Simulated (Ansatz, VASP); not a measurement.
**GaP: VASP beside Ansatz**

File POSCAR:

```
GaP
1.0
    1.9430150000      1.1218000000      6.4308100000
   -1.9430150000      1.1218000000      6.4308100000
    0.0000000000     -2.2436010000      6.4308100000
Ga P
2 2
Direct
    0.4353720000      0.4353720000      0.4353720000
    0.5646280000      0.5646280000      0.5646280000
    0.0573890000      0.0573890000      0.0573890000
    0.9426110000      0.9426110000      0.9426110000
```

Contents of INCAR.step1:

```
SYSTEM = GaP
PREC = Accurate
ENCUT = 520
ISMEAR = 0
SIGMA = 0.01
LREAL = .FALSE.
LASPH = .TRUE.
NELM = 100
NBANDS = 26
GGA = PE
ALGO = Normal
EDIFF = 1E-4
LWAVE = .TRUE.
LCHARG = .FALSE.
```

Contents of INCAR.step2:

```
SYSTEM = GaP
PREC = Accurate
ENCUT = 520
EDIFF = 1E-7
ISMEAR = 0
SIGMA = 0.01
LREAL = .FALSE.
LASPH = .TRUE.
NELM = 100
ALGO = Normal
ISIF = 2
LWAVE = .FALSE.
LCHARG = .TRUE.
METAGGA = R2SCAN
LMIXTAU = .TRUE.
LELF = .TRUE.
LVHAR = .TRUE.
NBANDS = 26
ISTART = 1
```

KPOINTS

```
Automatic mesh
0
G
  2 2 2
  0 0 0
```

Input for Ansatz:

```yaml
crystal:
  lattice:
    - [1.943015, 1.1218, 6.43081]
    - [-1.943015, 1.1218, 6.43081]
    - [0.0, -2.243601, 6.43081]
  atoms:
    - { symbol: Ga, position: [0.435372, 0.435372, 0.435372] }
    - { symbol: Ga, position: [0.564628, 0.564628, 0.564628] }
    - { symbol: P, position: [0.057389, 0.057389, 0.057389] }
    - { symbol: P, position: [0.942611, 0.942611, 0.942611] }
basis:
  ecutwfc: 530.0
kpoints:
  mp_grid:
    grid: [2, 2, 2]
hamiltonian:
  xc: r2scan
scf:
  convergence:
    dr2_threshold: 1.0e-08
  occupations:
    method: fixed
output:
  eigenvalues: true
```

Alike in both runs: task single point; functional r2SCAN; k mesh 2 × 2 × 2; no spin polarisation.

|  | VASP | Ansatz |
| --- | --- | --- |
| version | VASP 6.6.1 | Ansatz 0.2.0 |
| potentials or method | VASP PAW PBE potentials, release 64 (Ga_d, P), cutoff 520 eV | plane waves, PAW |
| occupations | gaussian, width 0.01 eV | fixed |
| valence electrons in the cell | 36 | 36 |

|  | VASP | Ansatz | Ansatz less VASP |
| --- | --- | --- | --- |
| gap on the k mesh at the Fermi level (eV) | 1.01 | 1.01 | -0.005 |

VASP's potentials were made for PBE, not for r2SCAN.

The k mesh is coarse, so the values compare programs but aren't converged.
